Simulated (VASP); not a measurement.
# Al2Cu (P4/mmm) in VASP: further runs

Al2Cu is run at these levels: LDA; tasks: single point.

Everything below comes from runs of VASP 6.6.1. Logs are shortened: lines on timing, memory, paths and dates and some standing lists are left out, and cuts for length are marked.

**1. The cell of the first run**

Symmetry: P4/mmm, No. 123, tetragonal system. The conventional cell has a = 3.759 Å, b = 3.759 Å, c = 2.821 Å, α = 90.00°, β = 90.00°, γ = 90.00°. Within 3.1 Å of Al (site symmetry mmm) lie 4 Cu at 2.35 Å and 6 Al at 2.66 to 2.82 Å. Cu (site symmetry 4/mmm) has 8 Al at 2.35 Å and 2 Cu at 2.82 Å within 3.1 Å.

**2. Single point, LDA**

File INCAR:

```
SYSTEM = Al2Cu
  PREC = Accurate
  ENCUT = 520
  EDIFF = 1E-6
  ISMEAR = 0
  SIGMA = 0.15
  LREAL = .False.
  LASPH = .True.
  NELM = 100
  ALGO = Normal
  ISIF = 2
  LWAVE = .False.
  LCHARG = .False.
  NBANDS = 16
```

File KPOINTS:

```
Automatic mesh
0
Gamma
  10 10 14
  0 0 0
```

File POSCAR:

```
Al2Cu
1.0
    3.7593000000      0.0000000000      0.0000000000
    0.0000000000      3.7593000000      0.0000000000
    0.0000000000      0.0000000000      2.8213781230
Al Cu
2 1
Direct
    0.5000000000      0.0000000000      0.5000000000
    0.0000000000      0.5000000000      0.5000000000
    0.0000000000      0.0000000000      0.0000000000
```

Potentials or basis: VASP PAW LDA potentials, release 64 (Al, Cu).

Command:

```bash
$ cat potpaw_LDA.64/Al/POTCAR potpaw_LDA.64/Cu/POTCAR > POTCAR
$ mpirun -np 1 vasp_std > vasp.out
```

OUTCAR:

```text
SYSTEM = Al2Cu
   PREC = Accurate
   ENCUT = 520
   EDIFF = 1E-6
   ISMEAR = 0
   LREAL = .False.
   LASPH = .True.
   NELM = 100
   ISIF = 2

 ion  position               nearest neighbor table
   1  0.500  0.000  0.500-   3 2.35   3 2.35   3 2.35   3 2.35   2 2.66   2 2.66   2 2.66   2 2.66

   2  0.000  0.500  0.500-   3 2.35   3 2.35   3 2.35   3 2.35   1 2.66   1 2.66   1 2.66   1 2.66

   3  0.000  0.000  0.000-   1 2.35   2 2.35   1 2.35   2 2.35   2 2.35   2 2.35   1 2.35   1 2.35

  LATTYP: Found a simple tetragonal cell.
 ALAT       =     3.7593000000
 C/A-ratio  =     0.7505062440

  Lattice vectors:

 A1 = (   3.7593000000,   0.0000000000,   0.0000000000)
 A2 = (   0.0000000000,   3.7593000000,   0.0000000000)
 A3 = (   0.0000000000,   0.0000000000,   2.8213781230)

Analysis of symmetry for initial positions (statically):
=====================================================================
 Subroutine PRICEL returns:
 Original cell was already a primitive cell.

 Routine SETGRP: Setting up the symmetry group for a
 simple tetragonal supercell.

 Subroutine GETGRP returns: Found 16 space group operations
 (whereof 16 operations were pure point group operations)
 out of a pool of 16 trial point group operations.

The static configuration has the point symmetry D_4h.

Analysis of symmetry for dynamics (positions and initial velocities):
=====================================================================
 Subroutine PRICEL returns:
 Original cell was already a primitive cell.

 Routine SETGRP: Setting up the symmetry group for a
 simple tetragonal supercell.

 Subroutine GETGRP returns: Found 16 space group operations
 (whereof 16 operations were pure point group operations)
 out of a pool of 16 trial point group operations.

The dynamic configuration has the point symmetry D_4h.

 Subroutine INISYM returns: Found 16 space group operations
 (whereof 16 operations are pure point group operations),
 and found     1 'primitive' translations

----------------------------------------------------------------------------------------

                                     Primitive cell

  volume of cell :      39.8727

  direct lattice vectors                    reciprocal lattice vectors
     3.759300000  0.000000000  0.000000000     0.266006969  0.000000000  0.000000000
     0.000000000  3.759300000  0.000000000     0.000000000  0.266006969  0.000000000
     0.000000000  0.000000000  2.821378123     0.000000000  0.000000000  0.354436717

  length of vectors
     3.759300000  3.759300000  2.821378123     0.266006969  0.266006969  0.354436717

  position of ions in fractional coordinates (direct lattice)
     0.500000000  0.000000000  0.500000000
     0.000000000  0.500000000  0.500000000
     0.000000000  0.000000000  0.000000000

  ion indices of the primitive-cell ions
   primitive index   ion index
                 1           1
                 2           2
                 3           3

----------------------------------------------------------------------------------------

 KPOINTS: Automatic mesh

Automatic generation of k-mesh.
 Grid dimensions read from file:
 generate k-points for:   10   10   14

 Generating k-lattice:

  Cartesian coordinates                     Fractional coordinates (reciprocal lattice)
     0.026600697  0.000000000  0.000000000     0.100000000  0.000000000  0.000000000
     0.000000000  0.026600697  0.000000000     0.000000000  0.100000000  0.000000000
     0.000000000  0.000000000  0.025316908     0.000000000  0.000000000  0.071428571

  Length of vectors
     0.026600697  0.026600697  0.025316908

  Shift w.r.t. Gamma in fractional coordinates (k-lattice)
     0.000000000  0.000000000  0.000000000

 Subroutine IBZKPT returns following result:
 ===========================================

 Found    168 irreducible k-points:

 Following reciprocal coordinates:
            Coordinates               Weight
  0.000000  0.000000  0.000000      1.000000
  0.100000  0.000000  0.000000      4.000000
  0.200000  0.000000  0.000000      4.000000
  0.300000  0.000000  0.000000      4.000000
  0.400000  0.000000  0.000000      4.000000
  0.500000  0.000000  0.000000      2.000000
[... 16 lines left out ...]
  0.100000  0.000000  0.071429      8.000000
  0.200000  0.000000  0.071429      8.000000
 [... further k-points ...]
   k-points           NKPTS =    168   k-points in BZ     NKDIM =    168   number of bands    NBANDS=     16
   number of dos      NEDOS =    301   number of ions     NIONS =      3
   total plane-waves  NPLWV =  18816
   dimension x,y,z NGX =    28 NGY =   28 NGZ =   24
   dimension x,y,z NGXF=    56 NGYF=   56 NGZF=   48
   ions per type =               2   1
   NGX,Y,Z   is equivalent  to a cutoff of  12.38, 12.38, 14.14 a.u.
   NGXF,Y,Z  is equivalent  to a cutoff of  24.76, 24.76, 28.28 a.u.
 SYSTEM =  Al2Cu
   PREC   = accura    normal or accurate (medium, high low for compatibility)
   ISTART =      0    job   : 0-new  1-cont  2-samecut
   ICHARG =      2    charge: 1-file 2-atom 10-const
   ISPIN  =      1    spin polarized calculation?
   LNONCOLLINEAR =      F non collinear calculations
   LSORBIT =      F    spin-orbit coupling
   LASPH  =      T    aspherical Exc in radial PAW
   ENCUT  =  520.0 eV  38.22 Ry    6.18 a.u.   6.99  6.99  5.25*2*pi/ulx,y,z
   NELM   =    100;   NELMIN=  2; NELMDL= -5     # of ELM steps
   EDIFF  = 0.1E-05   stopping-criterion for ELM
   LREAL  =      F    real-space projection
   EDIFFG = 0.1E-04   stopping-criterion for IOM
   NSW    =      0    number of steps for IOM
   IBRION =     -1    ionic relax: 0-MD 1-quasi-New 2-CG
   NFREE  =      0    steps in history (QN), initial steepest desc. (CG)
   ISIF   =      2    stress and relaxation
   ISYM   =      2    0-nonsym 1-usesym 2-fastsym
   POTIM  = 0.5000    time-step for ionic-motion
   TEBEG  =    0.0;   TEEND  =   0.0 temperature during run
   PSTRESS=    0.0 pullay stress
   NELECT =      17.0000    total number of electrons
   NUPDOWN=      -1.0000    fix difference up-down
   EMIN   =  10.00;   EMAX   =-10.00  energy-range for DOS
   EFERMI =   0.00;   METHOD = LEGACY
   ISMEAR =     0;   SIGMA  =   0.15  broadening in eV -4-tet -1-fermi 0-gaus
   EFERMI_NEDOS =   21; number of points for ismear=-14 and -15
   IALGO  =     38    algorithm
   IMIX   =      4    mixing-type and parameters
     AMIX     =   0.40;   BMIX     =  1.00
     AMIX_MAG =   1.60;   BMIX_MAG =  1.00
  volume/ion in A,a.u.               =      13.29        89.69
  Fermi-wavevector in a.u.,A,eV,Ry     =   1.232157  2.328439 20.656513  1.518211
  Thomas-Fermi vector in A             =   2.366938
   LORBIT       =      0    0 simple, 1 ext, 2 COOP (PROOUT), +10 PAW based schemes
   GGA     = CA    functional components
   LHFCALC =     F    Hartree Fock is set to
   AEXX    =    0.0000 exact exchange contribution
   IVDW    =     0    specifies the selected vdW correction
   LEPSILON=     F    determine dielectric tensor
   LRPA    =     F    only Hartree local field effects (RPA)
 non-spin polarized calculation
 Gauss-broadening in eV      SIGMA  =   0.15
  energy-cutoff  :      520.00
  volume of cell :       39.87
 maximum number of plane-waves:      1096
 NGX is ok and might be reduce to    28
   NGX = 13   NGY = 13   NGZ = 11

 number of electron      17.0000011 magnetization

 Free energy of the ion-electron system (eV)
  ---------------------------------------------------
  ext. energy  EPLUGINS =         0.00000000
  ---------------------------------------------------
  free energy    TOTEN  =       -12.78655851 eV

  energy without entropy =      -12.77778873  energy(sigma->0) =      -12.78217362

 E-fermi :   9.0392     XC(G=0): -11.4500

 val. band max:        9.0150639384   @ k =   0.2000   0.1000   0.3571
 cond. band min:       9.0530618289   @ k =   0.3000   0.1000   0.4286
 fundamental gap:      0.0379978905
 Fermi energy:         9.0392006425

 k-point     1 :       0.0000    0.0000    0.0000
  band No.  band energies     occupation
      1      -2.7304      2.00000
      2       2.9595      2.00000
      3       3.2004      2.00000
      4       4.1311      2.00000
      5       4.1966      2.00000
      6       4.1966      2.00000
[... 8 lines left out ...]
     15      17.1670      0.00000
     16      22.8727      0.00000

 k-point     2 :       0.1000    0.0000    0.0000
  band No.  band energies     occupation
      1      -2.6294      2.00000
      2       2.9309      2.00000
      3       3.1852      2.00000
      4       4.1001      2.00000
      5       4.1915      2.00000
      6       4.1976      2.00000
[... 8 lines left out ...]
     15      19.0286      0.00000
     16      22.2445      0.00000

 k-point     3 :       0.2000    0.0000    0.0000
  band No.  band energies     occupation
      1      -2.3311      2.00000
      2       2.7177      2.00000
      3       3.1714      2.00000
      4       4.0257      2.00000
      5       4.1784      2.00000
      6       4.2001      2.00000
[... 8 lines left out ...]
     15      21.0815      0.00000
     16      21.1014      0.00000

 k-point     4 :       0.3000    0.0000    0.0000
  band No.  band energies     occupation
      1      -1.8534      2.00000
      2       2.0766      2.00000
      3       3.1934      2.00000
      4       3.9446      2.00000
      5       4.1624      2.00000
      6       4.2033      2.00000
[... 8 lines left out ...]
     15      19.8967      0.00000
     16      22.4488      0.00000
[... 324 lines left out ...]
 k-point    22 :       0.0000    0.0000    0.0714
  band No.  band energies     occupation
      1      -2.6324      2.00000
      2       2.9844      2.00000
      3       3.2371      2.00000
      4       4.1102      2.00000
      5       4.1102      2.00000
      6       4.1409      2.00000
[... 8 lines left out ...]
     15      17.6566      0.00000
     16      22.1604      0.00000

 k-point    23 :       0.1000    0.0000    0.0714
  band No.  band energies     occupation
      1      -2.5317      2.00000
      2       2.9562      2.00000
      3       3.2227      2.00000
      4       4.0926      2.00000
      5       4.1008      2.00000
      6       4.1317      2.00000
[... 8 lines left out ...]
     15      19.0841      0.00000
     16      21.1449      0.00000

 k-point    24 :       0.2000    0.0000    0.0714
  band No.  band energies     occupation
      1      -2.2338      2.00000
      2       2.7504      2.00000
      3       3.2068      2.00000
      4       4.0295      2.00000
      5       4.0777      2.00000
      6       4.1302      2.00000
[... 8 lines left out ...]
     15      19.9168      0.00000
     16      21.1399      0.00000

 [... further k-points ...]
[... 5 lines left out ...]
  --------------------------------------------------------------------------------------
  -------------------------------------------------------------------------------------
  Total        6.3834827      6.3834827      3.5049611      0.0000000      0.0000000      0.0000000
  in kB      256.5033271    256.5033271    140.8375705      0.0000000      0.0000000      0.0000000
  external PRESSURE =     217.9480749 kB  Pullay stress =       0.0000000 kB

 VOLUME and BASIS-vectors are now :
 -----------------------------------------------------------------------------
  energy-cutoff  :      520.00
  volume of cell :       39.87
      direct lattice vectors                 reciprocal lattice vectors
     3.759300000  0.000000000  0.000000000     0.266006969  0.000000000  0.000000000
     0.000000000  3.759300000  0.000000000     0.000000000  0.266006969  0.000000000
     0.000000000  0.000000000  2.821378123     0.000000000  0.000000000  0.354436717

 POSITION                                       TOTAL-FORCE (eV/Angst)
 -----------------------------------------------------------------------------------
      1.87965      0.00000      1.41069         0.000000      0.000000      0.000000
      0.00000      1.87965      1.41069         0.000000      0.000000      0.000000
      0.00000      0.00000      0.00000         0.000000      0.000000      0.000000
 -----------------------------------------------------------------------------------
    total drift:                                0.000000     -0.000000     -0.000000

  FREE ENERGIE OF THE ION-ELECTRON SYSTEM (eV)
  ---------------------------------------------------
  free  energy   TOTEN  =       -12.7865585079 eV

  energy  without entropy=      -12.7777887283  energy(sigma->0) =      -12.78217362
```

Wall time 51 s (1 thread of AMD EPYC 9R45 (Zen 5), shared host); peak memory 0.18 GiB.

What came out:

```
Free energy : -12.7866 eV
Pressure    : 21.8 GPa
```

Levels at points of the mesh, in eV from the Fermi level:
| k point | band 5 | band 6 | band 7 | band 8 | band 9 | band 10 | band 11 | band 12 | band 13 | band 14 |
| --- | --- | --- | --- | --- | --- | --- | --- | --- | --- | --- |
| (0.00, 0.00, 0.00) | -4.84 | -4.84 | -2.32 | -2.32 | 1.15 | 1.32 | 5.44 | 7.22 | 8.05 | 8.13 |
| (0.50, 0.00, 0.00) | -4.91 | -4.89 | -4.83 | -0.72 | 2.22 | 2.43 | 3.40 | 7.07 | 9.30 | 9.43 |
| (0.50, 0.50, 0.00) | -4.98 | -4.88 | -4.88 | -4.69 | -2.67 | 8.97 | 9.10 | 9.10 | 10.91 | 10.91 |
| (0.00, 0.00, 0.50) | -5.57 | -4.71 | -3.62 | 2.95 | 2.95 | 2.98 | 3.01 | 3.01 | 3.76 | 5.77 |
| (0.50, 0.00, 0.50) | -4.84 | -4.73 | -3.61 | -2.98 | -1.94 | 4.08 | 4.57 | 5.12 | 6.43 | 7.54 |
| (0.50, 0.50, 0.50) | -4.49 | -4.23 | -2.44 | -2.44 | -1.48 | -1.15 | 0.45 | 0.45 | 2.29 | 14.58 |

**3. Single point, LDA**

This run uses another cell than the first one, of 13.49 Å³/atom, 1.015 times its volume.

File INCAR:

```
PREC = Accurate
ENCUT = 520
EDIFF = 1E-7
ISMEAR = 0
SIGMA = 0.15
LREAL = False
LASPH = True
NELM = 60
ALGO = Normal
ISIF = 2
LWAVE = False
LCHARG = True
LELF = True
LVHAR = True
NBANDS = 16
```

File KPOINTS:

```
Automatic mesh
0
Gamma
  10 10 14
```

File POSCAR:

```
Al2Cu
1.0
    3.9479000000      0.0000000000      0.0000000000
    0.0000000000      3.9479000000      0.0000000000
    0.0000000000      0.0000000000      2.5957000000
Al Cu
2 1
Direct
    0.5000000000      0.0000000000      0.5000000000
    0.0000000000      0.5000000000      0.5000000000
    0.0000000000      0.0000000000      0.0000000000
```

Potentials or basis: VASP PAW LDA potentials, release 64 (Al, Cu).

Command:

```bash
$ cat potpaw_LDA.64/Al/POTCAR potpaw_LDA.64/Cu/POTCAR > POTCAR
$ mpirun -np 1 vasp_std > vasp.out
```

It took 57 s on 1 thread of AMD EPYC 9R45 (Zen 5), shared host; peak memory 0.18 GiB.

It converged, with:

* Free energy: -12.8804 eV
* Pressure: 19.5 GPa

Stress tensor (GPa, compression positive):
```
16.49  0.00  0.00
 0.00 16.49  0.00
 0.00  0.00 25.61
```

Levels at points of the mesh, in eV from the Fermi level:
```
           k point  band 5  band 6  band 7  band 8  band 9  band 10  band 11  band 12  band 13  band 14
(0.00, 0.00, 0.00)   -4.84   -4.84   -3.26   -3.26   -0.22     0.38     6.07     6.07     6.93     7.67
(0.50, 0.00, 0.00)   -5.44   -4.85   -4.83   -1.89    1.27     1.28     1.78     8.24     9.89    10.05
(0.50, 0.50, 0.00)   -5.46   -5.33   -4.84   -4.84   -3.01     8.59     8.59    10.44    10.47    10.89
(0.00, 0.00, 0.50)   -5.85   -4.99   -3.25    2.41    2.45     2.45     3.22     3.22     3.26     5.33
(0.50, 0.00, 0.50)   -5.11   -5.09   -3.69   -2.52   -1.43     3.83     4.18     5.19     6.02     6.43
(0.50, 0.50, 0.50)   -4.82   -3.84   -2.82   -2.82   -0.67    -0.62     0.71     0.71     2.15    12.87
```

**4. Single point, LDA**

This run uses another cell than the first one, of 13.59 Å³/atom, 1.023 times its volume.

File INCAR:

```
PREC = Accurate ; ENCUT = 520
EDIFF = 1E-7 ; ISMEAR = 0
SIGMA = 0.15 ; LREAL = F
LASPH = T ; NELM = 60
ALGO = Normal ; ISIF = 2
LWAVE = F ; LCHARG = T
GGA = CA ; LELF = T
LVHAR = T ; NBANDS = 16
```

File KPOINTS:

```
regular mesh
0
Gamma
  10 10 14
```

File POSCAR:

```
Al2Cu
1.0
    3.8536000000      0.0000000000      0.0000000000
    0.0000000000      3.8536000000      0.0000000000
    0.0000000000      0.0000000000      2.7461000000
Al Cu
2 1
Direct
    0.5000000000      0.0000000000      0.5000000000
    0.0000000000      0.5000000000      0.5000000000
    0.0000000000      0.0000000000      0.0000000000
```

Command:

```bash
$ cat potpaw_LDA.64/Al/POTCAR potpaw_LDA.64/Cu/POTCAR > POTCAR
$ mpirun -np 1 vasp_std > vasp.out
```

It took 65 s on 1 thread of AMD EPYC 9R45 (Zen 5), shared host; peak memory 0.19 GiB.

The run converged. Its results:

```
Free energy : -12.9619 eV
Pressure    : 17.4 GPa
```

Stress tensor (GPa, compression positive):
```
18.42  0.00  0.00
 0.00 18.42  0.00
 0.00  0.00 15.45
```

Levels at points of the mesh, in eV from the Fermi level:
| k point | band 5 | band 6 | band 7 | band 8 | band 9 | band 10 | band 11 | band 12 | band 13 | band 14 |
| --- | --- | --- | --- | --- | --- | --- | --- | --- | --- | --- |
| (0.00, 0.00, 0.00) | -4.75 | -4.75 | -2.62 | -2.62 | 0.67 | 0.90 | 6.57 | 7.24 | 7.24 | 7.54 |
| (0.50, 0.00, 0.00) | -5.01 | -4.78 | -4.74 | -1.14 | 1.86 | 2.00 | 2.73 | 8.09 | 9.04 | 10.31 |
| (0.50, 0.50, 0.00) | -5.07 | -4.84 | -4.77 | -4.77 | -2.73 | 9.02 | 9.02 | 9.93 | 11.60 | 11.60 |
| (0.00, 0.00, 0.50) | -5.57 | -4.73 | -3.41 | 2.77 | 2.77 | 3.05 | 3.05 | 3.11 | 3.19 | 5.41 |
| (0.50, 0.00, 0.50) | -4.84 | -4.79 | -3.56 | -2.75 | -1.73 | 4.08 | 4.26 | 5.09 | 6.16 | 7.11 |
| (0.50, 0.50, 0.50) | -4.52 | -4.01 | -2.54 | -2.54 | -1.14 | -0.94 | 0.50 | 0.50 | 2.27 | 13.68 |

**5. Single point, LDA**

This run uses another cell than the first one, of 13.65 Å³/atom, 1.027 times its volume.

File INCAR:

```
SYSTEM = Al2Cu
ALGO = Normal
EDIFF = 1E-6
ENCUT = 520
ISIF = 2
ISMEAR = 0
LASPH = .TRUE.
LCHARG = .FALSE.
LREAL = .FALSE.
LWAVE = .FALSE.
NBANDS = 16
NELM = 80
PREC = Accurate
SIGMA = 0.15
```

File KPOINTS:

```
k-points
0
G
  10 10 14
  0 0 0
```

File POSCAR:

```
Al2Cu
1.0
    3.7593000000      0.0000000000      0.0000000000
    0.0000000000      3.7593000000      0.0000000000
    0.0000000000      0.0000000000      2.8966000000
Al Cu
2 1
Direct
    0.5000000000      0.0000000000      0.5000000000
    0.0000000000      0.5000000000      0.5000000000
    0.0000000000      0.0000000000      0.0000000000
```

Command:

```bash
$ cat potpaw_LDA.64/Al/POTCAR potpaw_LDA.64/Cu/POTCAR > POTCAR
$ mpirun -np 1 vasp_std > vasp.out
```

It took 60 s on 1 thread of AMD EPYC 9R45 (Zen 5), shared host; peak memory 0.18 GiB.

Results (log left out):

```yaml
Free_energy: -12.8606 eV
Pressure: 17.3 GPa
```

Stress tensor (GPa, compression positive):
```
21.75  0.00  0.00
 0.00 21.75  0.00
 0.00  0.00  8.48
```

Levels at points of the mesh, in eV from the Fermi level:
```tsv
k point	band 7	band 8	band 9	band 10	band 11	band 12
(0.00, 0.00, 0.00)	-2.09	-2.09	1.28	1.48	4.73	6.91
(0.50, 0.00, 0.00)	-4.71	-0.48	2.33	2.59	3.56	6.39
(0.50, 0.50, 0.00)	-4.77	-4.48	-2.57	8.34	9.00	9.00
(0.00, 0.00, 0.50)	-3.64	2.86	2.86	2.94	3.06	3.06
(0.50, 0.00, 0.50)	-3.50	-3.04	-2.03	3.99	4.68	4.97
(0.50, 0.50, 0.50)	-2.31	-2.31	-1.60	-1.23	0.28	0.28
```

**6. The runs side by side**

```tsv
cell	gap on the mesh (eV)	pressure (GPa)
a = 3.759, b = 3.759, c = 2.821 Å, 3 atoms	none	21.8
a = 3.948, b = 3.948, c = 2.596 Å, 3 atoms	none	19.5
a = 3.854, b = 3.854, c = 2.746 Å, 3 atoms	none	17.4
a = 3.759, b = 3.759, c = 2.897 Å, 3 atoms	none	17.3
```

Alike in all rows: task single point; level LDA; potentials or basis VASP PAW LDA potentials, release 64 (Al, Cu); no spin polarisation; k mesh 10 × 10 × 14; cutoff (eV) 520; smearing gaussian 0.15 eV.

Absolute energies hang on the potentials; compare differences alone.
